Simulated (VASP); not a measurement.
# Te (Im-3m) in VASP: a series of runs

Te is run at these levels: PBEsol; tasks: single point.

Everything below comes from runs of VASP 6.6.1. Logs are shortened: lines on timing, memory, paths and dates and some standing lists are left out, and cuts for length are marked.

**1. The cell of the first run**

The structure is cubic, space group Im-3m (No. 229). Conventional cell: a = 3.583 Å, b = 3.583 Å, c = 3.583 Å, α = 90.00°, β = 90.00°, γ = 90.00°. Te (site symmetry m-3m) has 14 Te at 3.10 to 3.58 Å within 4.1 Å.

**2. Single point, PBEsol (volume scaled by 0.85)**

Input file INCAR:

```
  PREC = Accurate
  ENCUT = 520
  EDIFF = 1E-6
  ISMEAR = -1
  SIGMA = 0.05
  LREAL = False
  LASPH = True
  NELM = 80
  ALGO = Normal
  ISIF = 2
  LWAVE = False
  LCHARG = False
  GGA = PS
  NBANDS = 9
```

Input file KPOINTS:

```
regular mesh
0
Gamma
  15 15 15
```

Input file POSCAR:

```
Te
1.0
   -1.7915385810      1.7915385810      1.7915385810
    1.7915385810     -1.7915385810      1.7915385810
    1.7915385810      1.7915385810     -1.7915385810
Te
1
Direct
    0.0000000000      0.0000000000      0.0000000000
```

Potentials or basis: VASP PAW PBE potentials, release 64 (Te).

Launch:

```bash
$ cat potpaw_PBE.64/Te/POTCAR > POTCAR
$ mpirun -np 1 vasp_std > vasp.out
```

OUTCAR:

```text
PREC = Accurate
   ENCUT = 520
   EDIFF = 1E-6
   ISMEAR = -1
   LREAL = False
   LASPH = True
   NELM = 80
   ISIF = 2
   GGA = PS

 ion  position               nearest neighbor table
   1  0.000  0.000  0.000-

  LATTYP: Found a body centered cubic cell.
 ALAT       =     3.5830771620

  Lattice vectors:

 A1 = (  -1.7915385810,   1.7915385810,   1.7915385810)
 A2 = (   1.7915385810,  -1.7915385810,   1.7915385810)
 A3 = (   1.7915385810,   1.7915385810,  -1.7915385810)

Analysis of symmetry for initial positions (statically):
=====================================================================
 Subroutine PRICEL returns:
 Original cell was already a primitive cell.

 Routine SETGRP: Setting up the symmetry group for a
 body centered cubic supercell.

 Subroutine GETGRP returns: Found 48 space group operations
 (whereof 48 operations were pure point group operations)
 out of a pool of 48 trial point group operations.

The static configuration has the point symmetry O_h .

Analysis of symmetry for dynamics (positions and initial velocities):
=====================================================================
 Subroutine PRICEL returns:
 Original cell was already a primitive cell.

 Routine SETGRP: Setting up the symmetry group for a
 body centered cubic supercell.

 Subroutine GETGRP returns: Found 48 space group operations
 (whereof 48 operations were pure point group operations)
 out of a pool of 48 trial point group operations.

The dynamic configuration has the point symmetry O_h .

 Subroutine INISYM returns: Found 48 space group operations
 (whereof 48 operations are pure point group operations),
 and found     1 'primitive' translations

----------------------------------------------------------------------------------------

                                     Primitive cell

  volume of cell :      23.0006

  direct lattice vectors                    reciprocal lattice vectors
    -1.791538581  1.791538581  1.791538581     0.000000000  0.279089719  0.279089719
     1.791538581 -1.791538581  1.791538581     0.279089719  0.000000000  0.279089719
     1.791538581  1.791538581 -1.791538581     0.279089719  0.279089719  0.000000000

  length of vectors
     3.103035846  3.103035846  3.103035846     0.394692466  0.394692466  0.394692466

  position of ions in fractional coordinates (direct lattice)
     0.000000000  0.000000000  0.000000000

  ion indices of the primitive-cell ions
   primitive index   ion index
                 1           1

----------------------------------------------------------------------------------------

 KPOINTS: regular mesh

Automatic generation of k-mesh.
 Grid dimensions read from file:
 generate k-points for:   15   15   15

 Generating k-lattice:

  Cartesian coordinates                     Fractional coordinates (reciprocal lattice)
     0.000000000  0.018605981  0.018605981     0.066666667  0.000000000  0.000000000
     0.018605981  0.000000000  0.018605981     0.000000000  0.066666667  0.000000000
     0.018605981  0.018605981  0.000000000     0.000000000  0.000000000  0.066666667

  Length of vectors
     0.026312831  0.026312831  0.026312831

  Shift w.r.t. Gamma in fractional coordinates (k-lattice)
     0.000000000  0.000000000  0.000000000

 Subroutine IBZKPT returns following result:
 ===========================================

 Found    120 irreducible k-points:

 Following reciprocal coordinates:
            Coordinates               Weight
  0.000000  0.000000  0.000000      1.000000
  0.066667  0.000000  0.000000     12.000000
  0.133333  0.000000  0.000000     12.000000
  0.200000  0.000000  0.000000     12.000000
  0.266667  0.000000  0.000000     12.000000
  0.333333  0.000000  0.000000     12.000000
[... 16 lines left out ...]
  0.333333  0.200000  0.000000     48.000000
  0.400000  0.200000 -0.000000     24.000000
 [... further k-points ...]
   k-points           NKPTS =    120   k-points in BZ     NKDIM =    120   number of bands    NBANDS=      9
   number of dos      NEDOS =    301   number of ions     NIONS =      1
   total plane-waves  NPLWV =  13824
   dimension x,y,z NGX =    24 NGY =   24 NGZ =   24
   dimension x,y,z NGXF=    48 NGYF=   48 NGZF=   48
   ions per type =               1
   NGX,Y,Z   is equivalent  to a cutoff of  12.86, 12.86, 12.86 a.u.
   NGXF,Y,Z  is equivalent  to a cutoff of  25.72, 25.72, 25.72 a.u.
 SYSTEM =  unknown system
   PREC   = accura    normal or accurate (medium, high low for compatibility)
   ISTART =      0    job   : 0-new  1-cont  2-samecut
   ICHARG =      2    charge: 1-file 2-atom 10-const
   ISPIN  =      1    spin polarized calculation?
   LNONCOLLINEAR =      F non collinear calculations
   LSORBIT =      F    spin-orbit coupling
   LASPH  =      T    aspherical Exc in radial PAW
   ENCUT  =  520.0 eV  38.22 Ry    6.18 a.u.   5.77  5.77  5.77*2*pi/ulx,y,z
   NELM   =     80;   NELMIN=  2; NELMDL= -5     # of ELM steps
   EDIFF  = 0.1E-05   stopping-criterion for ELM
   LREAL  =      F    real-space projection
   EDIFFG = 0.1E-04   stopping-criterion for IOM
   NSW    =      0    number of steps for IOM
   IBRION =     -1    ionic relax: 0-MD 1-quasi-New 2-CG
   NFREE  =      0    steps in history (QN), initial steepest desc. (CG)
   ISIF   =      2    stress and relaxation
   ISYM   =      2    0-nonsym 1-usesym 2-fastsym
   POTIM  = 0.5000    time-step for ionic-motion
   TEBEG  =    0.0;   TEEND  =   0.0 temperature during run
   PSTRESS=    0.0 pullay stress
   NELECT =       6.0000    total number of electrons
   NUPDOWN=      -1.0000    fix difference up-down
   EMIN   =  10.00;   EMAX   =-10.00  energy-range for DOS
   EFERMI =   0.00;   METHOD = LEGACY
   ISMEAR =    -1;   SIGMA  =   0.05  broadening in eV -4-tet -1-fermi 0-gaus
   EFERMI_NEDOS =   21; number of points for ismear=-14 and -15
   IALGO  =     38    algorithm
   IMIX   =      4    mixing-type and parameters
     AMIX     =   0.40;   BMIX     =  1.00
     AMIX_MAG =   1.60;   BMIX_MAG =  1.00
  volume/ion in A,a.u.               =      23.00       155.22
  Fermi-wavevector in a.u.,A,eV,Ry     =   1.046034  1.976717 14.887316  1.094187
  Thomas-Fermi vector in A             =   2.180855
   LORBIT       =      0    0 simple, 1 ext, 2 COOP (PROOUT), +10 PAW based schemes
   GGA     = PS    functional components
   LHFCALC =     F    Hartree Fock is set to
   AEXX    =    0.0000 exact exchange contribution
   IVDW    =     0    specifies the selected vdW correction
   LEPSILON=     F    determine dielectric tensor
   LRPA    =     F    only Hartree local field effects (RPA)
 non-spin polarized calculation
  energy-cutoff  :      520.00
  volume of cell :       23.00
 maximum number of plane-waves:       638
   NGX = 11   NGY = 11   NGZ = 11

 number of electron       6.0000000 magnetization

 Free energy of the ion-electron system (eV)
  ---------------------------------------------------
  ext. energy  EPLUGINS =         0.00000000
  ---------------------------------------------------
  free energy    TOTEN  =        -3.12748598 eV

  energy without entropy =       -3.11909822  energy(sigma->0) =       -3.12329210

 E-fermi :  11.0327     XC(G=0): -11.1489

 val. band max:       11.0259158785   @ k =   0.2000   0.1333  -0.0000
 cond. band min:      11.0483022185   @ k =  -0.3333   0.3333   0.2000
 fundamental gap:      0.0223863400
 Fermi energy:        11.0327001256

 k-point     1 :       0.0000    0.0000    0.0000
  band No.  band energies     occupation
      1      -4.8544      2.00000
      2      15.2468      0.00000
      3      15.2468      0.00000
      4      15.2468      0.00000
      5      21.3911      0.00000
      6      21.3911      0.00000
      7      21.3911      0.00000
      8      22.6929      0.00000
      9      22.6929      0.00000

 k-point     2 :       0.0667    0.0000    0.0000
  band No.  band energies     occupation
      1      -4.7519      2.00000
      2      14.4724      0.00000
      3      14.9205      0.00000
      4      15.1683      0.00000
      5      20.6939      0.00000
      6      20.7052      0.00000
      7      21.8539      0.00000
      8      22.2532      0.00000
      9      22.4534      0.00000

 k-point     3 :       0.1333    0.0000    0.0000
  band No.  band energies     occupation
      1      -4.4457      2.00000
      2      12.6884      0.00000
      3      14.1647      0.00000
      4      14.9423      0.00000
      5      19.5638      0.00000
      6      19.7526      0.00000
      7      21.8924      0.00000
      8      22.6918      0.00000
      9      23.0195      0.00000

 k-point     4 :       0.2000    0.0000    0.0000
  band No.  band energies     occupation
      1      -3.9396      2.00000
      2      10.5708      1.99981
      3      13.3004      0.00000
      4      14.6071      0.00000
      5      18.5990      0.00000
      6      18.9376      0.00000
      7      21.9058      0.00000
      8      23.0898      0.00000
      9      24.5682      0.00000

 k-point     5 :       0.2667    0.0000    0.0000
  band No.  band energies     occupation
      1      -3.2436      2.00000
      2       8.4371      2.00000
      3      12.5041      0.00000
      4      14.2299      0.00000
      5      17.8479      0.00000
      6      18.2810      0.00000
      7      22.2747      0.00000
      8      23.6271      0.00000
      9      26.3241      0.00000

 k-point     6 :       0.3333    0.0000    0.0000
  band No.  band energies     occupation
      1      -2.3825      2.00000
      2       6.4381      2.00000
      3      11.8605      0.00000
      4      13.8836      0.00000
      5      17.2984      0.00000
      6      17.7882      0.00000
      7      22.9296      0.00000
      8      24.3136      0.00000
      9      28.2028      0.00000
[... 169 lines left out ...]
 k-point    21 :       0.2000    0.2000    0.0000
  band No.  band energies     occupation
      1      -2.1899      2.00000
      2       7.1679      2.00000
      3       9.5605      2.00000
      4      12.8886      0.00000
      5      18.6835      0.00000
      6      19.8241      0.00000
      7      23.0458      0.00000
      8      24.2751      0.00000
      9      27.0498      0.00000

 k-point    22 :       0.2667    0.2000    0.0000
  band No.  band energies     occupation
      1      -1.3092      2.00000
      2       5.8447      2.00000
      3       8.5522      2.00000
      4      12.5160      0.00000
      5      18.5913      0.00000
      6      20.2932      0.00000
      7      23.1997      0.00000
      8      25.3350      0.00000
      9      26.5560      0.00000

 k-point    23 :       0.3333    0.2000    0.0000
  band No.  band energies     occupation
      1      -0.4515      2.00000
      2       4.6225      2.00000
      3       8.0186      2.00000
      4      12.2823      0.00000
      5      18.4444      0.00000
      6      20.9792      0.00000
      7      23.1461      0.00000
      8      24.4982      0.00000
      9      28.1247      0.00000

 k-point    24 :       0.4000    0.2000   -0.0000
  band No.  band energies     occupation
      1      -0.0295      2.00000
      2       4.0627      2.00000
      3       7.8534      2.00000
      4      12.2027      0.00000
      5      18.3854      0.00000
      6      21.3597      0.00000
      7      23.4538      0.00000
      8      23.5902      0.00000
      9      29.8830      0.00000

 [... further k-points ...]
[... 5 lines left out ...]
  --------------------------------------------------------------------------------------
  -------------------------------------------------------------------------------------
  Total        2.2153300      2.2153300      2.2153300      0.0000000     -0.0000000      0.0000000
  in kB      154.3158472    154.3158472    154.3158472      0.0000000     -0.0000000      0.0000000
  external PRESSURE =     154.3158472 kB  Pullay stress =       0.0000000 kB

 VOLUME and BASIS-vectors are now :
 -----------------------------------------------------------------------------
  energy-cutoff  :      520.00
  volume of cell :       23.00
      direct lattice vectors                 reciprocal lattice vectors
    -1.791538581  1.791538581  1.791538581     0.000000000  0.279089719  0.279089719
     1.791538581 -1.791538581  1.791538581     0.279089719  0.000000000  0.279089719
     1.791538581  1.791538581 -1.791538581     0.279089719  0.279089719  0.000000000

 POSITION                                       TOTAL-FORCE (eV/Angst)
 -----------------------------------------------------------------------------------
      0.00000      0.00000      0.00000         0.000000      0.000000      0.000000
 -----------------------------------------------------------------------------------
    total drift:                                0.000000     -0.000000      0.000000

  FREE ENERGIE OF THE ION-ELECTRON SYSTEM (eV)
  ---------------------------------------------------
  free  energy   TOTEN  =        -3.1274859763 eV

  energy  without entropy=       -3.1190982210  energy(sigma->0) =       -3.12329210
```

Wall time 13 s (1 thread of Intel Xeon Platinum 8488C (Sapphire Rapids), shared host); peak memory 0.15 GiB.

What came out:

- Free energy: -3.1275 eV
- Pressure: 15.4 GPa
- Band gap on the k mesh: zero (band 3 reaches 15.25 eV, above the bottom of band 4 at 7.25 eV)

Caveat: the PAW data sets were made with another functional, which shifts forces and pressure a little; spin-orbit coupling is left out, which moves the levels of the heavy elements.

[end of part 1 of 2]
